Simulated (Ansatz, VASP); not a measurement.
## Re in VASP and in Ansatz

File INCAR:

```
  ALGO = Fast
  EDIFF = 1E-7
  ENCUT = 520
  GGA = PS
  ISIF = 2
  ISMEAR = 0
  LASPH = True
  LCHARG = True
  LELF = True
  LREAL = False
  LVHAR = True
  LWAVE = False
  NBANDS = 10
  NELM = 80
  PREC = Accurate
  SIGMA = 0.15
```

File KPOINTS:

```
k-points
0
Gamma
  22 22 22
```

Contents of POSCAR:

```
Re
1.0
    0.0000000000      1.7253214179      2.5879821268
    1.7253214179      0.0000000000      2.5879821268
    1.7253214179      1.7253214179      0.0000000000
Re
1
Direct
    0.0000000000      0.0000000000      0.0000000000
```

Input for Ansatz:

```yaml
crystal:
  lattice:
    - [0.0, 1.7253214179, 2.5879821268]
    - [1.7253214179, 0.0, 2.5879821268]
    - [1.7253214179, 1.7253214179, 0.0]
  atoms:
    - { symbol: Re, position: [0.0, 0.0, 0.0] }
basis:
  ecutwfc: 420
kpoints:
  mp_grid: { grid: [22, 22, 22] }
hamiltonian:
  xc: pbesol
scf:
  occupations: { method: gaussian, width: 0.15 }
output:
  forces: true
  stress: true
  eigenvalues: true
```

Alike in both runs: task single point; functional PBEsol; k mesh 22 × 22 × 22; occupations gaussian, width 0.15 eV; no spin polarisation.

|  | VASP | Ansatz |
| --- | --- | --- |
| version | VASP 6.6.1 | Ansatz 0.2.0 |
| potentials or method | VASP PAW PBE potentials, release 64 (Re), cutoff 520 eV | scalar-relativistic, plane waves, PAW |
| valence electrons in the cell | 7 | 15 |

|  | VASP | Ansatz | Ansatz less VASP |
| --- | --- | --- | --- |
| gap on the k mesh at the Fermi level (eV) | none | none | - |
| pressure (GPa) | 11.5 | 12.5 | +1.02 |
| traceless stress, the component that is largest in VASP (GPa) | -52.75 | -54.52 | -1.767 |

VASP's potentials were made for PBE, not for PBEsol. A gap of «none» marks a metal or a gap that the smearing closes. VASP's potentials hold 7 valence electrons a cell and Ansatz's 15, so a difference there can come from the potentials and not from the codes.

Neither program's run includes spin-orbit coupling.
